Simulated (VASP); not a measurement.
Runs of VASP 6.6.1 on CdSe (Cadmoselite). The structure is that of space group P6_3mc (No. 186), or close to it. The cells are those of the table. 

```csv
task,level,potentials or basis,cell,cutoff (eV),gap on the mesh (eV),pressure (GPa),relaxed volume (Å³/atom),largest force (eV/Å)
relaxation of cell and atoms,LDA,"VASP PAW LDA potentials, release 64 (Cd, Se)","relaxed from a = 4.300, b = 4.300, c = 7.020 Å, angles 90.0, 90.0, 120.0°, 4 atoms",600,0.48,0.0,(a),0.01
single point,LDA,"VASP PAW LDA potentials, release 64 (Cd, Se)","a = 4.249, b = 4.249, c = 6.938 Å, angles 90.0, 90.0, 120.0°, 4 atoms",520,0.49,(b),-,-
single point,RPBE,"VASP PAW PBE potentials, release 64 (Cd, Se)","a = 4.445, b = 4.445, c = 7.254 Å, angles 90.0, 90.0, 120.0°, 4 atoms",520,0.62,0.2,-,0.01
single point,PBEsol,"VASP PAW PBE potentials, release 64 (Cd, Se)","a = 4.302, b = 4.302, c = 7.020 Å, angles 90.0, 90.0, 120.0°, 4 atoms",520,0.54,0.4,-,-
relaxation of cell and atoms,PBEsol,"VASP PAW PBE potentials, release 64 (Cd, Se)","relaxed from a = 4.300, b = 4.300, c = 7.020 Å, angles 90.0, 90.0, 120.0°, 4 atoms",600,0.53,0.0,28.30,-
```

Alike in all rows: no spin polarisation; k mesh 6 × 6 × 4; smearing gaussian 0.01 eV.

Task: Fill in the values left out.

Result: (a) 27.32; (b) 0.5.

Caveats: the PAW data sets were made with another functional, which shifts forces and pressure a little (some runs).

A k mesh can miss the band edges, and the runs leave out spin-orbit coupling on Cd, Se.
